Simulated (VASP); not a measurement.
Runs of VASP 6.6.1 on AlN. The structure is that of space group R3m (No. 160), or close to it. The cells are those of the table. 

```csv
cell,gap on the mesh (eV),pressure (GPa),largest force (eV/Å)
"a = 2.773 Å, angles 82.7°, 2 atoms",(a),98.8,(b)
"a = 3.018 Å, angles 63.2°, 2 atoms",3.04,6.1,1.06
"a = 2.944 Å, angles 67.3°, 2 atoms",2.69,12.7,3.34
"a = 3.173 Å, angles 56.6°, 2 atoms",3.11,6.2,0.57
"a = 4.246 Å, angles 33.6°, 2 atoms",none,76.5,2.12
```

Alike in all rows: task single point; level PBE; potentials or basis VASP PAW PBE potentials, release 64 (Al, N); no spin polarisation; k mesh 10 × 10 × 10; cutoff (eV) 520; smearing gaussian 0.05 eV.

Problem. Fill in the values left out.

Solution. (a) 1.14; (b) 30.24.

Caveats: forces of over 1 eV/Å act on the atoms, so gaps and moduli don't describe the material at rest (some runs).

A k mesh can miss the band edges.

A gap of «none» marks levels without a gap at the run's occupations.
